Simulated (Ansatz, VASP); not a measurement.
## One calculation of TiAl, two programs

The input INCAR:

```
SYSTEM = TiAl
PREC = Accurate
ENCUT = 520
EDIFF = 1E-6
ISMEAR = 0
SIGMA = 0.1
LREAL = .False.
LASPH = .True.
NELM = 60
ALGO = Fast
ISIF = 2
LWAVE = .False.
LCHARG = .True.
GGA = PE
LELF = .True.
LVHAR = .True.
NBANDS = 14
```

File KPOINTS:

```
regular mesh
0
Gamma
  18 18 10
  0 0 0
```

Contents of POSCAR:

```
TiAl
1.0
    3.0366314128      0.0000000000      0.0000000000
   -1.5183157063      2.5829930969      0.0000000000
    0.0000000000      0.0000000000      4.9022567374
Ti Al
1 1
Direct
    0.0201359423      0.0402718846      0.0000000000
    0.3131973877      0.6263947854      0.5000000000
```

Input for Ansatz:

```yaml
crystal:
  lattice:
    - [3.0366314128, 0.0, 0.0]
    - [-1.5183157063, 2.5829930969, 0.0]
    - [0.0, 0.0, 4.9022567374]
  atoms:
    - { symbol: Ti, position: [0.0201359423, 0.0402718846, 0.0] }
    - { symbol: Al, position: [0.3131973877, 0.6263947854, 0.5] }
basis:
  ecutwfc: 420
kpoints:
  mp_grid: { grid: [18, 18, 10] }
hamiltonian:
  xc: pbe
scf:
  occupations: { method: gaussian, width: 0.1 }
output:
  forces: true
  stress: true
  eigenvalues: true
```

Alike in both runs: task single point; functional PBE; k mesh 18 × 18 × 10; occupations gaussian, width 0.1 eV; no spin polarisation.

|  | VASP | Ansatz |
| --- | --- | --- |
| version | VASP 6.6.1 | Ansatz 0.2.0 |
| potentials or method | VASP PAW PBE potentials, release 64 (Ti_sv, Al), cutoff 520 eV | scalar-relativistic, plane waves, PAW |
| valence electrons in the cell | 15 | 15 |

Ansatz gave:

* gap on the k mesh at the Fermi level (eV): none
* pressure (GPa): -10.9
* traceless stress, the component that is largest in VASP (GPa): 2.59
* rms of the force components (eV/Å): 0.214

Problem. Which values does VASP return?

Solution. gap on the k mesh at the Fermi level (eV): none; pressure (GPa): -10.9; traceless stress, the component that is largest in VASP (GPa): 2.58; rms of the force components (eV/Å): 0.214.

Atom by atom the forces differ by 0.000 eV/Å (rms over components). A gap of «none» marks a metal or a gap that the smearing closes.
